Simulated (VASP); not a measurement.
**Ga4As3P: single point with r2SCAN**

Ga4As3P:

```xyz
8
Lattice="3.9706 0.0000 0.0000 0.0000 3.9706 0.0000 0.0000 0.0000 11.2099" Properties=species:S:1:pos:R:3 pbc="T T T"
P     0.0000    0.0000    0.0000
Ga    0.0000    1.9853    9.8806
Ga    1.9853    0.0000    7.0310
Ga    0.0000    1.9853    4.1789
Ga    1.9853    0.0000    1.3293
As    1.9853    1.9853    8.4549
As    0.0000    0.0000    5.6050
As    1.9853    1.9853    2.7550
```

```
Program             : VASP 6.6.1
Task                : single point
Functional          : r2SCAN
Potentials or basis : VASP PAW PBE potentials, release 64 (P, Ga_d, As)
Cutoff              : 550 eV
k mesh              : 6 × 6 × 2
Occupations         : gaussian, width 0.01 eV
Spin                : no spin polarisation
```

| Quantity | Value |
| --- | --- |
| Pressure | 0.0 GPa |
| Largest force | 0.008 eV/Å |
| Band gap on the k mesh | 1.25 eV |

Forces in eV/Å, atoms in the order of the input:
```
P    0.000  0.000  0.000
Ga   0.000  0.000  0.008
Ga   0.000  0.000  0.000
Ga   0.000  0.000  0.000
Ga   0.000  0.000 -0.008
As   0.000  0.000  0.002
As   0.000  0.000  0.000
As   0.000  0.000 -0.002
```

Levels at points of the mesh, in eV from the valence-band top:
```csv
k point,band 33,band 34,band 35,band 36,band 37,band 38,band 39,band 40
"(0.00, 0.00, 0.00)",-1.63,-0.02,0.00,0.00,1.25,1.77,1.80,2.32
"(0.50, 0.00, 0.00)",-1.18,-1.15,-1.09,-1.05,1.48,1.48,3.01,3.29
"(0.50, 0.50, 0.00)",-2.83,-2.77,-2.77,-2.72,1.66,1.91,1.98,1.98
"(0.00, 0.00, 0.50)",-0.78,-0.78,-0.57,-0.57,1.65,1.78,2.59,2.67
"(0.50, 0.00, 0.50)",-1.68,-1.11,-1.09,-1.09,2.37,2.58,2.58,2.63
"(0.50, 0.50, 0.50)",-3.20,-3.18,-3.09,-3.08,2.73,2.89,2.94,3.10
```

Run time: 5.8 min on 1 thread of Intel(R) Xeon(R) 6975P-C (Granite Rapids), on a shared host, peak memory 0.39 GiB.

Caveat: the PAW data sets were made with another functional, which shifts forces and pressure a little. A k mesh can miss the band edges.
